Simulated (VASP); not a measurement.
CaTa3AlSi3O16, 24 atoms in the cell. The typed cell holds 24 atoms: a = 8.138 Å, b = 7.407 Å, c = 6.706 Å, α = 55.71°, β = 56.00°, γ = 55.36°. 

| Quantity | Value |
| --- | --- |
| Program | VASP 6.6.1 |
| Task | single point |
| Functional | PBE |
| Potentials or basis | VASP PAW PBE potentials, release 64 (O, Al, Si, Ca_sv, Ta_pv) |
| Cutoff | 520 eV |
| k mesh | 3 × 3 × 3 |
| Occupations | gaussian, width 0.1 eV |
| Spin | no spin polarisation |
| Dipole correction | no |
| Further INCAR settings | LREAL = Auto; ALGO = Normal; EDIFF = 1e-06; NBANDS = 95; ISYM = 0 |

Potentials or basis: VASP PAW PBE potentials, release 64 (O, Al, Si, Ca_sv, Ta_pv).

Launch:

```bash
$ cat potpaw_PBE.64/O/POTCAR potpaw_PBE.64/Al/POTCAR potpaw_PBE.64/Si/POTCAR potpaw_PBE.64/Ca_sv/POTCAR potpaw_PBE.64/Ta_pv/POTCAR > POTCAR
$ mpirun -np 1 vasp_std > vasp.out
```

Hardware: 1 thread of Oxide Virtual Turin-like Processor, on a shared host.

Problem. Estimate the wall time of this run.

Solution. Wall time 31 min on 1 thread of Oxide Virtual Turin-like Processor, on a shared host, peak memory 0.54 GiB. Counts: scf iterations 16, k points 14.
